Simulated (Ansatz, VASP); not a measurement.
## Co in VASP and in Ansatz

Contents of INCAR:

```
PREC = Accurate
ENCUT = 520
EDIFF = 1E-6
ISMEAR = -1
SIGMA = 0.1
LREAL = False
LASPH = True
NELM = 80
ALGO = Normal
ISIF = 2
LWAVE = False
LCHARG = True
GGA = PE
LELF = True
LVHAR = True
NBANDS = 16
```

Contents of KPOINTS:

```
regular mesh
0
Gamma
  13 13 13
```

POSCAR

```
Co
1.0
    3.5863000000      1.7931500000      1.7931500000
    1.7931500000      3.5863000000      1.7931500000
    1.7931500000      1.7931500000      3.5863000000
Co
2
Direct
    0.0000000000      0.0000000000      0.0000000000
    0.5000000000      0.5000000000      0.5000000000
```

Input for Ansatz:

```yaml
crystal:
  lattice:
    - [3.5863, 1.79315, 1.79315]
    - [1.79315, 3.5863, 1.79315]
    - [1.79315, 1.79315, 3.5863]
  atoms:
    - { symbol: Co, position: [0.0, 0.0, 0.0] }
    - { symbol: Co, position: [0.5, 0.5, 0.5] }
hamiltonian:
  xc: pbe
  pseudopotentials: { kind: paw }
basis:
  ecutwfc: 420
kpoints:
  mp_grid: { grid: [13, 13, 13] }
scf:
  occupations: { method: fermi_dirac, width: 0.1 }
  lower_state_search: "off"
output:
  forces: true
  stress: true
```

Alike in both runs: task single point; functional PBE; k mesh 13 × 13 × 13; occupations fermi-dirac, width 0.1 eV; no spin polarisation.

```csv
,VASP,Ansatz
version,VASP 6.6.1,Ansatz 0.2.0
potentials or method,"VASP PAW PBE potentials, release 64 (Co), cutoff 520 eV","PAW, plane waves, scalar-relativistic"
valence electrons in the cell,18,34
```

|  | VASP | Ansatz | Ansatz less VASP |
| --- | --- | --- | --- |
| pressure (GPa) | -21.3 | -21.2 | +0.08 |

VASP's potentials hold 18 valence electrons a cell and Ansatz's 34, so a difference there can come from the potentials and not from the codes.
